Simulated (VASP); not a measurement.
A run of VASP 6.6.1 is set up as follows.

The input INCAR:

```
PREC     = Accurate       # precision mode
ENCUT    = 520            # plane-wave cutoff, eV
EDIFF    = 1E-6           # SCF threshold, eV
ISMEAR   = 0              # smearing method
SIGMA    = 0.1            # smearing width, eV
LREAL    = False          # projectors in reciprocal space
LASPH    = True           # aspherical terms in the spheres
NELM     = 60             # most SCF steps
ALGO     = Normal         # electronic algorithm
ISIF     = 2              # what is computed and relaxed
LWAVE    = False          # write WAVECAR
LCHARG   = True           # write CHGCAR
GGA      = PE             # functional
LELF     = True           # ELF
LVHAR    = True         
NBANDS   = 25             # bands
```

KPOINTS

```
regular mesh
0
Gamma
  12 12 12
```

POSCAR

```
SiNi3
1.0
    3.3510330275      0.0000000000      0.0000000000
    0.0000000000      3.3510330275      0.0000000000
    0.0000000000      0.0000000000      3.3510330275
Si Ni
1 3
Direct
    0.0000000000      0.0000000000      0.0000000000
    0.0000000000      0.5000000000      0.5000000000
    0.5000000000      0.0000000000      0.5000000000
    0.5000000000      0.5000000000      0.0000000000
```

Potentials or basis: VASP PAW PBE potentials, release 64 (Si, Ni).

Launch:

```console
$ cat potpaw_PBE.64/Si/POTCAR potpaw_PBE.64/Ni/POTCAR > POTCAR
$ mpirun -np 1 vasp_std > vasp.out
```

Estimate the pressure.

39.7 GPa.

What does it give for the band gap on the k mesh?

Zero (band 17 reaches 12.89 eV, above the bottom of band 18 at 12.59 eV).

Spin polarisation is off, so any magnetic state and its effect on volume and gap are missing.
